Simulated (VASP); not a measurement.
# V (P-1) in VASP: notebook

The runs below take V through single point, with PBEsol.

Everything below comes from runs of VASP 6.6.1. Logs are shortened: lines on timing, memory, paths and dates and some standing lists are left out, and cuts for length are marked.

### 1 The cell of the first run

The typed cell holds 1 atom: a = 2.570 Å, b = 2.485 Å, c = 2.665 Å, α = 109.78°, β = 110.56°, γ = 107.54°.

### 2 Single point, PBEsol, collinear spin, ferromagnetic start

INCAR reads:

```
SYSTEM = V
PREC     = Accurate       ! precision mode
ENCUT    = 520            ! plane-wave cutoff, eV
EDIFF    = 1E-6           ! SCF threshold, eV
ISMEAR   = -1             ! smearing method
SIGMA    = 0.15           ! smearing width, eV
LREAL    = .False.        ! projectors in reciprocal space
LASPH    = .True.         ! aspherical terms in the spheres
NELM     = 150            ! most SCF steps
ALGO     = Normal         ! electronic algorithm
ISIF     = 2              ! what is computed and relaxed
LWAVE    = .False.        ! write WAVECAR
LCHARG   = .False.        ! write CHGCAR
ISPIN    = 2              ! spin polarisation
MAGMOM   = 1.5            ! initial moments
LORBIT   = 11             ! projections on sites
LMAXMIX  = 4              ! l up to which the mixer works
GGA      = PS             ! functional
NBANDS   = 16             ! bands
```

KPOINTS reads:

```
regular mesh
0
Gamma
  9 9 9
  0 0 0
```

POSCAR reads:

```
V
1.0
   -1.4704410639      1.4489070740      1.5300413976
    1.4038723829     -1.4427573578      1.4573230005
    1.5596918148      1.5320180921     -1.5238816981
V
1
Direct
    0.0000000000      0.0000000000      0.0000000000
```

Potentials or basis: VASP PAW PBE potentials, release 64 (V_sv).

Started as:

```bash
$ cat potpaw_PBE.64/V_sv/POTCAR > POTCAR
$ mpirun -np 1 vasp_std > vasp.out
```

OUTCAR:

```text
SYSTEM = V
   PREC = Accurate
   ENCUT = 520
   EDIFF = 1E-6
   ISMEAR = -1
   LREAL = .False.
   LASPH = .True.
   NELM = 150
   ISIF = 2
   ISPIN = 2
   LORBIT = 11
   GGA = PS

 ion  position               nearest neighbor table
   1  0.000  0.000  0.000-

  LATTYP: Found a triclinic cell.
 ALAT       =     4.3029128481
 B/A-ratio  =     0.5971638016
 C/A-ratio  =     1.0063076490
 COS(alpha) =     0.0119522027
 COS(beta)  =     0.5200802644
 COS(gamma) =     0.8147082432

  Lattice vectors:

 A1 = (  -3.0301328787,  -0.0831110181,   3.0539230957)
 A2 = (  -1.4704410639,   1.4489070740,   1.5300413976)
 A3 = (  -3.0528149486,  -3.0701859004,   0.0603989981)

Analysis of symmetry for initial positions (statically):
=====================================================================
 Subroutine PRICEL returns:
 Original cell was already a primitive cell.

 Routine SETGRP: Setting up the symmetry group for a
 triclinic supercell.

 Subroutine GETGRP returns: Found  2 space group operations
 (whereof  2 operations were pure point group operations)
 out of a pool of  2 trial point group operations.

The static configuration has the point symmetry S_2 .

Analysis of symmetry for dynamics (positions and initial velocities):
=====================================================================
 Subroutine PRICEL returns:
 Original cell was already a primitive cell.

 Routine SETGRP: Setting up the symmetry group for a
 triclinic supercell.

 Subroutine GETGRP returns: Found  2 space group operations
 (whereof  2 operations were pure point group operations)
 out of a pool of  2 trial point group operations.

The dynamic configuration has the point symmetry S_2 .

Analysis of structural, dynamic, and magnetic symmetry:
=====================================================================
 Subroutine PRICEL returns:
 Original cell was already a primitive cell.

 Routine SETGRP: Setting up the symmetry group for a
 triclinic supercell.

 Subroutine GETGRP returns: Found  2 space group operations
 (whereof  2 operations were pure point group operations)
 out of a pool of  2 trial point group operations.

The overall configuration has the point symmetry S_2 .

 Subroutine INISYM returns: Found  2 space group operations
 (whereof  2 operations are pure point group operations),
 and found     1 'primitive' translations

----------------------------------------------------------------------------------------

                                     Primitive cell

  volume of cell :      13.1768

  direct lattice vectors                    reciprocal lattice vectors
    -1.470441064  1.448907074  1.530041398    -0.002584359  0.334853538  0.333996318
     1.403872383 -1.442757358  1.457323000     0.345455771 -0.011050818  0.342463911
     1.559691815  1.532018092 -1.523881698     0.327772468  0.325638903  0.006633538

  length of vectors
     2.569543794  2.485195523  2.664945294     0.472955718  0.486562782  0.462081692

  position of ions in fractional coordinates (direct lattice)
     0.000000000  0.000000000  0.000000000

  ion indices of the primitive-cell ions
   primitive index   ion index
                 1           1

----------------------------------------------------------------------------------------

 KPOINTS: regular mesh

Automatic generation of k-mesh.
 Grid dimensions read from file:
 generate k-points for:    9    9    9

 Generating k-lattice:

  Cartesian coordinates                     Fractional coordinates (reciprocal lattice)
    -0.000287151  0.037205949  0.037110702     0.111111111 -0.000000000  0.000000000
     0.038383975 -0.001227869  0.038051546     0.000000000  0.111111111 -0.000000000
     0.036419163  0.036182100  0.000737060     0.000000000 -0.000000000  0.111111111

  Length of vectors
     0.052550635  0.054062531  0.051342410

  Shift w.r.t. Gamma in fractional coordinates (k-lattice)
     0.000000000  0.000000000  0.000000000

 Subroutine IBZKPT returns following result:
 ===========================================

 Found    365 irreducible k-points:

 Following reciprocal coordinates:
            Coordinates               Weight
  0.000000  0.000000  0.000000      1.000000
  0.111111 -0.000000  0.000000      2.000000
  0.222222  0.000000  0.000000      2.000000
  0.333333  0.000000  0.000000      2.000000
  0.444444  0.000000  0.000000      2.000000
  0.000000  0.111111 -0.000000      2.000000
[... 16 lines left out ...]
 -0.111111  0.222222 -0.000000      2.000000
  0.000000  0.333333 -0.000000      2.000000
 [... further k-points ...]
   k-points           NKPTS =    365   k-points in BZ     NKDIM =    365   number of bands    NBANDS=     16
   number of dos      NEDOS =    301   number of ions     NIONS =      1
   total plane-waves  NPLWV =   7200
   dimension x,y,z NGX =    20 NGY =   18 NGZ =   20
   dimension x,y,z NGXF=    40 NGYF=   36 NGZF=   40
   ions per type =               1
   NGX,Y,Z   is equivalent  to a cutoff of  12.94, 12.04, 12.48 a.u.
   NGXF,Y,Z  is equivalent  to a cutoff of  25.88, 24.08, 24.95 a.u.
 SYSTEM =  V
   PREC   = accura    normal or accurate (medium, high low for compatibility)
   ISTART =      0    job   : 0-new  1-cont  2-samecut
   ICHARG =      2    charge: 1-file 2-atom 10-const
   ISPIN  =      2    spin polarized calculation?
   LNONCOLLINEAR =      F non collinear calculations
   LSORBIT =      F    spin-orbit coupling
   LASPH  =      T    aspherical Exc in radial PAW
   ENCUT  =  520.0 eV  38.22 Ry    6.18 a.u.   4.78  4.62  4.96*2*pi/ulx,y,z
   NELM   =    150;   NELMIN=  2; NELMDL= -5     # of ELM steps
   EDIFF  = 0.1E-05   stopping-criterion for ELM
   LREAL  =      F    real-space projection
   EDIFFG = 0.1E-04   stopping-criterion for IOM
   NSW    =      0    number of steps for IOM
   IBRION =     -1    ionic relax: 0-MD 1-quasi-New 2-CG
   NFREE  =      0    steps in history (QN), initial steepest desc. (CG)
   ISIF   =      2    stress and relaxation
   ISYM   =      2    0-nonsym 1-usesym 2-fastsym
   POTIM  = 0.5000    time-step for ionic-motion
   TEBEG  =    0.0;   TEEND  =   0.0 temperature during run
   PSTRESS=    0.0 pullay stress
   NELECT =      13.0000    total number of electrons
   NUPDOWN=      -1.0000    fix difference up-down
   EMIN   =  10.00;   EMAX   =-10.00  energy-range for DOS
   EFERMI =   0.00;   METHOD = LEGACY
   ISMEAR =    -1;   SIGMA  =   0.15  broadening in eV -4-tet -1-fermi 0-gaus
   EFERMI_NEDOS =   21; number of points for ismear=-14 and -15
   IALGO  =     38    algorithm
   IMIX   =      4    mixing-type and parameters
     AMIX     =   0.40;   BMIX     =  1.00
     AMIX_MAG =   1.60;   BMIX_MAG =  1.00
  volume/ion in A,a.u.               =      13.18        88.92
  Fermi-wavevector in a.u.,A,eV,Ry     =   1.629742  3.079766 36.137884  2.656060
  Thomas-Fermi vector in A             =   2.722158
   LORBIT       =     11    0 simple, 1 ext, 2 COOP (PROOUT), +10 PAW based schemes
   GGA     = PS    functional components
   LHFCALC =     F    Hartree Fock is set to
   AEXX    =    0.0000 exact exchange contribution
   IVDW    =     0    specifies the selected vdW correction
   LEPSILON=     F    determine dielectric tensor
   LRPA    =     F    only Hartree local field effects (RPA)
 spin polarized calculation
  energy-cutoff  :      520.00
  volume of cell :       13.18
 maximum number of plane-waves:       367
   NGX =  9   NGY =  9   NGZ =  9

 number of electron      12.9999999 magnetization      -0.0130424

 number of electron      12.9999999 magnetization       0.0005486

 Free energy of the ion-electron system (eV)
  ---------------------------------------------------
  ext. energy  EPLUGINS =         0.00000000
  ---------------------------------------------------
  free energy    TOTEN  =        -9.69047672 eV

  energy without entropy =       -9.58152714  energy(sigma->0) =       -9.63600193

 E-fermi :   9.8987     XC(G=0): -13.1742

 val. band max:        9.8984716069   @ k =   0.4444   0.1111   0.1111
 cond. band min:       9.8989063371   @ k =   0.4444   0.1111   0.1111
 fundamental gap:      0.0004347302
 Fermi energy:         9.8986533917

 spin component 1

 k-point     1 :       0.0000    0.0000    0.0000
  band No.  band energies     occupation
      1     -53.6004      1.00000
      2     -27.0465      1.00000
      3     -26.9730      1.00000
      4     -26.8470      1.00000
      5       3.1983      1.00000
      6       9.8121      0.64032
[... 8 lines left out ...]
     15      37.6874      0.00000
     16      41.6748      0.00000
[... 419 lines left out ...]
 k-point    24 :       0.0000    0.3333   -0.0000
  band No.  band energies     occupation
      1     -53.4085      1.00000
      2     -27.7143      1.00000
      3     -27.2422      1.00000
      4     -26.9958      1.00000
      5       6.3514      1.00000
      6       9.1094      0.99484
[... 8 lines left out ...]
     15      36.4568      0.00000
     16      39.1444      0.00000

 [... further k-points ...]

 spin component 2

 k-point     1 :       0.0000    0.0000    0.0000
  band No.  band energies     occupation
      1     -53.5999      1.00000
      2     -27.0461      1.00000
      3     -26.9725      1.00000
      4     -26.8465      1.00000
      5       3.1986      1.00000
      6       9.8127      0.63952
[... 8 lines left out ...]
     15      37.6877      0.00000
     16      41.7246      0.00000
[... 419 lines left out ...]
 k-point    24 :       0.0000    0.3333   -0.0000
  band No.  band energies     occupation
      1     -53.4079      1.00000
      2     -27.7139      1.00000
      3     -27.2418      1.00000
      4     -26.9954      1.00000
      5       6.3517      1.00000
      6       9.1099      0.99482
[... 8 lines left out ...]
     15      36.4571      0.00000
     16      39.1448      0.00000

 [... further k-points ...]

------------------------ aborting loop because EDIFF is reached ----------------------------------------

  FORCE on cell =-STRESS in cart. coord.  units (eV):
  Direction    XX          YY          ZZ          XY          YZ          ZX
  --------------------------------------------------------------------------------------
  -------------------------------------------------------------------------------------
  Total       -0.1559206     -0.2225568     -0.2437024     -0.0784687      0.0449007      0.0486890
  in kB      -18.9584528    -27.0607809    -29.6318794     -9.5410406      5.4594944      5.9201164
  external PRESSURE =     -25.2170377 kB  Pullay stress =       0.0000000 kB

 VOLUME and BASIS-vectors are now :
 -----------------------------------------------------------------------------
  energy-cutoff  :      520.00
  volume of cell :       13.18
      direct lattice vectors                 reciprocal lattice vectors
    -1.470441064  1.448907074  1.530041398    -0.002584359  0.334853538  0.333996318
     1.403872383 -1.442757358  1.457323000     0.345455771 -0.011050818  0.342463911
     1.559691815  1.532018092 -1.523881698     0.327772468  0.325638903  0.006633538

 POSITION                                       TOTAL-FORCE (eV/Angst)
 -----------------------------------------------------------------------------------
      0.00000      0.00000      0.00000        -0.000000     -0.000000      0.000000
 -----------------------------------------------------------------------------------
    total drift:                                0.000000     -0.000000      0.000000

  FREE ENERGIE OF THE ION-ELECTRON SYSTEM (eV)
  ---------------------------------------------------
  free  energy   TOTEN  =        -9.6904767167 eV

  energy  without entropy=       -9.5815271427  energy(sigma->0) =       -9.63600193

 total charge

# of ion       s       p       d       tot
------------------------------------------
    1        2.349   6.230   3.126  11.705

 magnetization (x)

# of ion       s       p       d       tot
------------------------------------------
    1        0.000   0.000   0.000   0.000
```

Wall time 50 s (1 thread of AMD EPYC 9R45 (Zen 5), shared host); peak memory 0.18 GiB.

Results:

```
Free energy                                           : -9.6905 eV
Pressure                                              : -2.5 GPa
Net moment                                            : 0.00 μB per cell
Valence electrons inside the program's atomic spheres : V 11.71
```

Caveat: the PAW data sets were made with another functional, which shifts forces and pressure a little.

### 3 Single point, PBEsol, collinear spin, ferromagnetic start

This run uses another cell than the first one, of 13.24 Å³/atom.

INCAR reads:

```
ALGO = Normal
EDIFF = 1E-6
ENCUT = 520
GGA = PS
ISIF = 2
ISMEAR = -1
ISPIN = 2
LASPH = T
LCHARG = F
LMAXMIX = 4
LORBIT = 11
LREAL = F
LWAVE = F
MAGMOM = 1.5
NBANDS = 16
NELM = 150
PREC = Accurate
SIGMA = 0.15
```

KPOINTS reads:

```
k-points
0
Gamma
  9 9 9
```

POSCAR reads:

```
V
1.0
   -1.4729000000      1.4513300000      1.5326000000
    1.4062200000     -1.4451700000      1.4597600000
    1.5623000000      1.5345800000     -1.5264300000
V
1
Direct
    0.0000000000      0.0000000000      0.0000000000
```

Potentials or basis: VASP PAW PBE potentials, release 64 (V_sv).

Started as:

```bash
$ cat potpaw_PBE.64/V_sv/POTCAR > POTCAR
$ mpirun -np 1 vasp_std > vasp.out
```

Wall time 54 s (1 thread of AMD EPYC 9R45 (Zen 5), shared host); peak memory 0.19 GiB.

The run converged. Its results:

* Free energy: -9.6893 eV
* Pressure: -3.4 GPa
* Net moment: 0.00 μB per cell
* Valence electrons inside the program's atomic spheres: V 11.70

Stress tensor (GPa, compression positive):
```
-2.83 -0.95  0.59
-0.95 -3.61  0.54
 0.59  0.54 -3.86
```

Levels at points of the mesh, in eV from the Fermi level:
Spin up:
```csv
k point,band 4,band 5,band 6,band 7,band 8,band 9,band 10,band 11
"(0.00, 0.00, 0.00)",-36.76,-6.69,-0.08,0.33,0.73,2.43,2.55,19.66
```
Spin down:
| k point | band 3 | band 4 | band 5 | band 6 | band 7 | band 8 | band 9 | band 10 | band 11 | band 12 |
| --- | --- | --- | --- | --- | --- | --- | --- | --- | --- | --- |
| (0.00, 0.00, 0.00) | -36.89 | -36.76 | -6.69 | -0.08 | 0.33 | 0.73 | 2.43 | 2.55 | 19.66 | 20.56 |

Caveat: the cell stands under tension; the PAW data sets were made with another functional, which shifts forces and pressure a little.

(Part 1 of 2 ends here.)
